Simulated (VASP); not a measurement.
**YbH3: single point with LDA**

YbH3:

```
Yb H
1.0
     0.00000    2.47459    2.47459
     2.47459    0.00000    2.47459
     2.47459    2.47459    0.00000
Yb H
1 3
Direct
  0.00000 0.00000 0.00000
  0.75000 0.75000 0.75000
  0.25000 0.25000 0.25000
  0.50000 0.50000 0.50000
```

* Program: VASP 6.6.1
* Task: single point
* Functional: LDA
* Potentials or basis: VASP PAW PBE potentials, release 64 (Yb, H)
* Cutoff: 600 eV
* k mesh: 10 × 10 × 10
* Occupations: methfessel-paxton, width 0.01 eV
* Spin: no spin polarisation

```json
{
 "Pressure": "0.5 GPa",
 "Band gap on the k mesh": "zero (an odd number of electrons rules out a gap without spin polarisation)"
}
```

Levels at points of the mesh, in eV from the Fermi level:
```
           k point  band 11  band 12  band 13  band 14  band 15  band 16
(0.00, 0.00, 0.00)    -0.33    -0.33     1.69     2.89     2.89     2.89
(0.50, 0.00, 0.00)    -0.39    -0.37    -0.33     1.67     2.59     2.59
(0.50, 0.50, 0.00)    -0.42    -0.42    -0.41    -0.24     7.63     7.63
```

It took 41 s on 1 thread of AMD EPYC 9R45 96-Core Processor (Zen 5), on a shared host, peak memory 0.15 GiB.

Caveat: the PAW data sets were made with another functional, which shifts forces and pressure a little; spin-orbit coupling is left out, which moves the levels of the heavy elements; an odd number of electrons without spin polarisation forces a metal; a magnetic or distorted state may lie lower. Spin polarisation is off, so any magnetic state and its effect on volume and gap are missing.
